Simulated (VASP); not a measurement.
# SnO2 (P4_2/mnm) in VASP: a series of runs

SnO2 is run at these levels: PBE; tasks: single point.

All numbers are computed with VASP 6.6.1; they aren't measurements. Logs are shortened: lines on timing, memory, paths and dates and some standing lists are left out, and cuts for length are marked.

### Step 1. The cell of the first run

The structure is tetragonal, space group P4_2/mnm (No. 136). The conventional cell has a = 4.737 Å, b = 4.737 Å, c = 3.186 Å, α = 90.00°, β = 90.00°, γ = 90.00°. Sn (site symmetry mmm) has 6 O at 2.05 to 2.06 Å within 2.7 Å. O (site symmetry m2m) has 3 Sn at 2.05 to 2.06 Å and 1 O at 2.60 Å within 2.7 Å.

### Step 2. Single point, PBE

Input file INCAR:

```
SYSTEM = SnO2
  PREC = Accurate
  ENCUT = 520
  EDIFF = 1E-7
  ISMEAR = -1
  SIGMA = 0.01
  LREAL = .FALSE.
  LASPH = .TRUE.
  NELM = 80
  ALGO = Normal
  ISIF = 2
  LWAVE = .FALSE.
  LCHARG = .FALSE.
  GGA = PE
  NBANDS = 35
```

Input file KPOINTS:

```
Automatic mesh
0
G
  5 5 7
  0 0 0
```

Input file POSCAR:

```
SnO2
1.0
    4.7373500000      0.0000000000      0.0000000000
    0.0000000000      4.7373500000      0.0000000000
    0.0000000000      0.0000000000      3.1864000000
Sn O
2 4
Direct
    0.0000000000      0.0000000000      0.0000000000
    0.5000000000      0.5000000000      0.5000000000
    0.3056200000      0.3056200000      0.0000000000
    0.1943800000      0.8056200000      0.5000000000
    0.6943800000      0.6943800000      0.0000000000
    0.8056200000      0.1943800000      0.5000000000
```

Potentials or basis: VASP PAW PBE potentials, release 64 (Sn_d, O).

The run is started by

```
$ cat potpaw_PBE.64/Sn_d/POTCAR potpaw_PBE.64/O/POTCAR > POTCAR
$ mpirun -np 1 vasp_std > vasp.out
```

OUTCAR:

```text
SYSTEM = SnO2
   PREC = Accurate
   ENCUT = 520
   EDIFF = 1E-7
   ISMEAR = -1
   LREAL = .FALSE.
   LASPH = .TRUE.
   NELM = 80
   ISIF = 2
   GGA = PE

 ion  position               nearest neighbor table
   1  0.000  0.000  0.000-   3 2.05   5 2.05   4 2.06   6 2.06   4 2.06   6 2.06   2 3.71   2 3.71
                             2 3.71   2 3.71   2 3.71   2 3.71   2 3.71   2 3.71
   2  0.500  0.500  0.500-   4 2.05   6 2.05   5 2.06   3 2.06   3 2.06   5 2.06   1 3.71   1 3.71
                             1 3.71   1 3.71   1 3.71   1 3.71   1 3.71   1 3.71
   3  0.306  0.306  0.000-   1 2.05   2 2.06   2 2.06
   4  0.194  0.806  0.500-   2 2.05   1 2.06   1 2.06
   5  0.694  0.694  0.000-   1 2.05   2 2.06   2 2.06
   6  0.806  0.194  0.500-   2 2.05   1 2.06   1 2.06

  LATTYP: Found a simple tetragonal cell.
 ALAT       =     4.7373500000
 C/A-ratio  =     0.6726123255

  Lattice vectors:

 A1 = (   4.7373500000,   0.0000000000,   0.0000000000)
 A2 = (   0.0000000000,   4.7373500000,   0.0000000000)
 A3 = (   0.0000000000,   0.0000000000,   3.1864000000)

Analysis of symmetry for initial positions (statically):
=====================================================================
 Subroutine PRICEL returns:
 Original cell was already a primitive cell.

 Routine SETGRP: Setting up the symmetry group for a
 simple tetragonal supercell.

 Subroutine GETGRP returns: Found 16 space group operations
 (whereof  8 operations were pure point group operations)
 out of a pool of 16 trial point group operations.

The static configuration has the point symmetry D_2h.
 The point group associated with its full space group is D_4h.

Analysis of symmetry for dynamics (positions and initial velocities):
=====================================================================
 Subroutine PRICEL returns:
 Original cell was already a primitive cell.

 Routine SETGRP: Setting up the symmetry group for a
 simple tetragonal supercell.

 Subroutine GETGRP returns: Found 16 space group operations
 (whereof  8 operations were pure point group operations)
 out of a pool of 16 trial point group operations.

The dynamic configuration has the point symmetry D_2h.
 The point group associated with its full space group is D_4h.

 Subroutine INISYM returns: Found 16 space group operations
 (whereof  8 operations are pure point group operations),
 and found     1 'primitive' translations

----------------------------------------------------------------------------------------

                                     Primitive cell

  volume of cell :      71.5107

  direct lattice vectors                    reciprocal lattice vectors
     4.737350000  0.000000000  0.000000000     0.211088478  0.000000000  0.000000000
     0.000000000  4.737350000  0.000000000     0.000000000  0.211088478  0.000000000
     0.000000000  0.000000000  3.186400000     0.000000000  0.000000000  0.313833794

  length of vectors
     4.737350000  4.737350000  3.186400000     0.211088478  0.211088478  0.313833794

  position of ions in fractional coordinates (direct lattice)
     0.000000000  0.000000000  0.000000000
     0.500000000  0.500000000  0.500000000
     0.305620000  0.305620000  0.000000000
     0.194380000  0.805620000  0.500000000
     0.694380000  0.694380000  0.000000000
     0.805620000  0.194380000  0.500000000

  ion indices of the primitive-cell ions
   primitive index   ion index
                 1           1
                 2           2
                 3           3
                 4           4
                 5           5
                 6           6

----------------------------------------------------------------------------------------

 KPOINTS: Automatic mesh

Automatic generation of k-mesh.
 Grid dimensions read from file:
 generate k-points for:    5    5    7

 Generating k-lattice:

  Cartesian coordinates                     Fractional coordinates (reciprocal lattice)
     0.042217696  0.000000000  0.000000000     0.200000000  0.000000000  0.000000000
     0.000000000  0.042217696  0.000000000     0.000000000  0.200000000  0.000000000
     0.000000000  0.000000000  0.044833399     0.000000000  0.000000000  0.142857143

  Length of vectors
     0.042217696  0.042217696  0.044833399

  Shift w.r.t. Gamma in fractional coordinates (k-lattice)
     0.000000000  0.000000000  0.000000000

 Subroutine IBZKPT returns following result:
 ===========================================

 Found     24 irreducible k-points:

 Following reciprocal coordinates:
            Coordinates               Weight
  0.000000  0.000000  0.000000      1.000000
  0.200000  0.000000  0.000000      4.000000
  0.400000  0.000000  0.000000      4.000000
  0.200000  0.200000  0.000000      4.000000
  0.400000  0.200000  0.000000      8.000000
  0.400000  0.400000  0.000000      4.000000
[... 16 lines left out ...]
  0.400000  0.200000  0.428571     16.000000
  0.400000  0.400000  0.428571      8.000000
   k-points           NKPTS =     24   k-points in BZ     NKDIM =     24   number of bands    NBANDS=     35
   number of dos      NEDOS =    301   number of ions     NIONS =      6
   total plane-waves  NPLWV =  31104
   dimension x,y,z NGX =    36 NGY =   36 NGZ =   24
   dimension x,y,z NGXF=    72 NGYF=   72 NGZF=   48
   ions per type =               2   4
   NGX,Y,Z   is equivalent  to a cutoff of  12.63, 12.63, 12.52 a.u.
   NGXF,Y,Z  is equivalent  to a cutoff of  25.27, 25.27, 25.04 a.u.
 SYSTEM =  SnO2
   PREC   = accura    normal or accurate (medium, high low for compatibility)
   ISTART =      0    job   : 0-new  1-cont  2-samecut
   ICHARG =      2    charge: 1-file 2-atom 10-const
   ISPIN  =      1    spin polarized calculation?
   LNONCOLLINEAR =      F non collinear calculations
   LSORBIT =      F    spin-orbit coupling
   LASPH  =      T    aspherical Exc in radial PAW
   ENCUT  =  520.0 eV  38.22 Ry    6.18 a.u.   8.81  8.81  5.92*2*pi/ulx,y,z
   NELM   =     80;   NELMIN=  2; NELMDL= -5     # of ELM steps
   EDIFF  = 0.1E-06   stopping-criterion for ELM
   LREAL  =      F    real-space projection
   EDIFFG = 0.1E-05   stopping-criterion for IOM
   NSW    =      0    number of steps for IOM
   IBRION =     -1    ionic relax: 0-MD 1-quasi-New 2-CG
   NFREE  =      0    steps in history (QN), initial steepest desc. (CG)
   ISIF   =      2    stress and relaxation
   ISYM   =      2    0-nonsym 1-usesym 2-fastsym
   POTIM  = 0.5000    time-step for ionic-motion
   TEBEG  =    0.0;   TEEND  =   0.0 temperature during run
   PSTRESS=    0.0 pullay stress
   NELECT =      52.0000    total number of electrons
   NUPDOWN=      -1.0000    fix difference up-down
   EMIN   =  10.00;   EMAX   =-10.00  energy-range for DOS
   EFERMI =   0.00;   METHOD = LEGACY
   ISMEAR =    -1;   SIGMA  =   0.01  broadening in eV -4-tet -1-fermi 0-gaus
   EFERMI_NEDOS =   21; number of points for ismear=-14 and -15
   IALGO  =     38    algorithm
   IMIX   =      4    mixing-type and parameters
     AMIX     =   0.40;   BMIX     =  1.00
     AMIX_MAG =   1.60;   BMIX_MAG =  1.00
  volume/ion in A,a.u.               =      11.92        80.43
  Fermi-wavevector in a.u.,A,eV,Ry     =   1.472150  2.781961 29.486913  2.167227
  Thomas-Fermi vector in A             =   2.587200
   LORBIT       =      0    0 simple, 1 ext, 2 COOP (PROOUT), +10 PAW based schemes
   GGA     = PE    functional components
   LHFCALC =     F    Hartree Fock is set to
   AEXX    =    0.0000 exact exchange contribution
   IVDW    =     0    specifies the selected vdW correction
   LEPSILON=     F    determine dielectric tensor
   LRPA    =     F    only Hartree local field effects (RPA)
 non-spin polarized calculation
  energy-cutoff  :      520.00
  volume of cell :       71.51
 maximum number of plane-waves:      1945
 NGX is ok and might be reduce to    36
   NGX = 17   NGY = 17   NGZ = 11

 number of electron      51.9999990 magnetization

 Free energy of the ion-electron system (eV)
  ---------------------------------------------------
  ext. energy  EPLUGINS =         0.00000000
  ---------------------------------------------------
  free energy    TOTEN  =       -37.16455360 eV

  energy without entropy =      -37.16455360  energy(sigma->0) =      -37.16455360

 E-fermi :   6.4039     XC(G=0): -11.2617

 val. band max:        6.1526722439   @ k =   0.0000   0.0000   0.0000
 cond. band min:       7.3959036195   @ k =   0.0000   0.0000   0.0000
 fundamental gap:      1.2432313757
 Fermi energy:         6.4039401436

 k-point     1 :       0.0000    0.0000    0.0000
  band No.  band energies     occupation
      1     -14.9644      2.00000
      2     -14.1638      2.00000
      3     -13.9065      2.00000
      4     -13.8791      2.00000
      5     -13.8791      2.00000
      6     -13.8159      2.00000
[... 27 lines left out ...]
     34      18.3299      0.00000
     35      18.7683      0.00000

 k-point     2 :       0.2000    0.0000    0.0000
  band No.  band energies     occupation
      1     -14.9020      2.00000
      2     -14.2381      2.00000
      3     -13.9064      2.00000
      4     -13.8765      2.00000
      5     -13.8763      2.00000
      6     -13.8641      2.00000
[... 27 lines left out ...]
     34      18.3401      0.00000
     35      18.7860      0.00000

 k-point     3 :       0.4000    0.0000    0.0000
  band No.  band energies     occupation
      1     -14.7239      2.00000
      2     -14.4673      2.00000
      3     -13.9063      2.00000
      4     -13.9010      2.00000
      5     -13.8719      2.00000
      6     -13.8718      2.00000
[... 27 lines left out ...]
     34      18.5332      0.00000
     35      18.7047      0.00000
[... 723 lines left out ...]
 k-point    23 :       0.4000    0.2000    0.4286
  band No.  band energies     occupation
      1     -14.8490      2.00000
      2     -14.7555      2.00000
      3     -14.1209      2.00000
      4     -13.9376      2.00000
      5     -13.7470      2.00000
      6     -13.7423      2.00000
[... 27 lines left out ...]
     34      18.1220      0.00000
     35      18.6912      0.00000

 k-point    24 :       0.4000    0.4000    0.4286
  band No.  band energies     occupation
      1     -14.7588      2.00000
      2     -14.6714      2.00000
      3     -14.2548      2.00000
      4     -14.1204      2.00000
      5     -13.7412      2.00000
      6     -13.7393      2.00000
[... 27 lines left out ...]
     34      17.6010      0.00000
     35      19.0311      0.00000

------------------------ aborting loop because EDIFF is reached ----------------------------------------

  FORCE on cell =-STRESS in cart. coord.  units (eV):
  Direction    XX          YY          ZZ          XY          YZ          ZX
  --------------------------------------------------------------------------------------
  -------------------------------------------------------------------------------------
  Total        4.7535842      4.7535842      5.9254558     -0.0000000      0.0000000      0.0000000
  in kB      106.5026803    106.5026803    132.7581240     -0.0000000      0.0000000      0.0000000
  external PRESSURE =     115.2544949 kB  Pullay stress =       0.0000000 kB

 VOLUME and BASIS-vectors are now :
 -----------------------------------------------------------------------------
  energy-cutoff  :      520.00
  volume of cell :       71.51
      direct lattice vectors                 reciprocal lattice vectors
     4.737350000  0.000000000  0.000000000     0.211088478  0.000000000  0.000000000
     0.000000000  4.737350000  0.000000000     0.000000000  0.211088478  0.000000000
     0.000000000  0.000000000  3.186400000     0.000000000  0.000000000  0.313833794

 POSITION                                       TOTAL-FORCE (eV/Angst)
 -----------------------------------------------------------------------------------
      0.00000      0.00000      0.00000         0.000000      0.000000      0.000000
      2.36868      2.36868      1.59320         0.000000      0.000000      0.000000
      1.44783      1.44783      0.00000        -0.036662     -0.036662      0.000000
      0.92085      3.81650      1.59320         0.036662     -0.036662      0.000000
      3.28952      3.28952      0.00000         0.036662      0.036662     -0.000000
      3.81650      0.92085      1.59320        -0.036662      0.036662     -0.000000
 -----------------------------------------------------------------------------------
    total drift:                                0.000000      0.000000      0.000000

  FREE ENERGIE OF THE ION-ELECTRON SYSTEM (eV)
  ---------------------------------------------------
  free  energy   TOTEN  =       -37.1645536029 eV

  energy  without entropy=      -37.1645536029  energy(sigma->0) =      -37.16455360
```

Wall time 44 s (1 thread of Intel Xeon Platinum 8488C (Sapphire Rapids), shared host); peak memory 0.19 GiB.

What came out:

```yaml
Free_energy: -37.1646 eV
Pressure: 11.5 GPa
Largest_force: 0.052 eV/Å
Band_gap_on_the_k_mesh: 1.24 eV, direct
```

Forces in eV/Å, atoms in the order of the input:
```
Sn   0.000  0.000  0.000
Sn   0.000  0.000  0.000
O   -0.037 -0.037  0.000
O    0.037 -0.037  0.000
O    0.037  0.037  0.000
O   -0.037  0.037  0.000
```

Caveat: spin-orbit coupling is left out, which moves the levels of the heavy elements.

### Step 3. Single point, PBE

Input file INCAR:

```
PREC = Accurate
ENCUT = 520
EDIFF = 1E-6
ISMEAR = -1
SIGMA = 5E-4
LREAL = F
LASPH = T
NELM = 60
ALGO = Normal
ISIF = 2
LWAVE = F
LCHARG = F
GGA = PE
NBANDS = 35
```

Input file KPOINTS:

```
Automatic mesh
0
Gamma
  5 5 7
```

POSCAR is that of step 2.

Potentials or basis: VASP PAW PBE potentials, release 64 (Sn_d, O).

The run is started by

```
$ cat potpaw_PBE.64/Sn_d/POTCAR potpaw_PBE.64/O/POTCAR > POTCAR
$ mpirun -np 1 vasp_std > vasp.out
```

Wall time 37 s (1 thread of Intel Xeon Platinum 8488C (Sapphire Rapids), shared host); peak memory 0.19 GiB.

It converged, with:

```
Free energy            : -37.1646 eV
Pressure               : 11.5 GPa
Largest force          : 0.052 eV/Å
Band gap on the k mesh : 1.24 eV, direct
```

Forces in eV/Å, atoms in the order of the input:
```
Sn   0.000  0.000  0.000
Sn   0.000  0.000  0.000
O   -0.037 -0.037  0.000
O    0.037 -0.037  0.000
O    0.037  0.037  0.000
O   -0.037  0.037  0.000
```

Stress tensor (GPa, compression positive):
```
10.65  0.00  0.00
 0.00 10.65  0.00
 0.00  0.00 13.28
```

Levels at points of the mesh, in eV from the valence-band top:
| k point | band 24 | band 25 | band 26 | band 27 | band 28 | band 29 |
| --- | --- | --- | --- | --- | --- | --- |
| (0.00, 0.00, 0.00) | -0.79 | -0.79 | 0.00 | 1.24 | 6.20 | 6.33 |

Caveat: spin-orbit coupling is left out, which moves the levels of the heavy elements. PBE gaps usually lie below the measured ones, often by a third to a half.

[end of part 1 of 2]
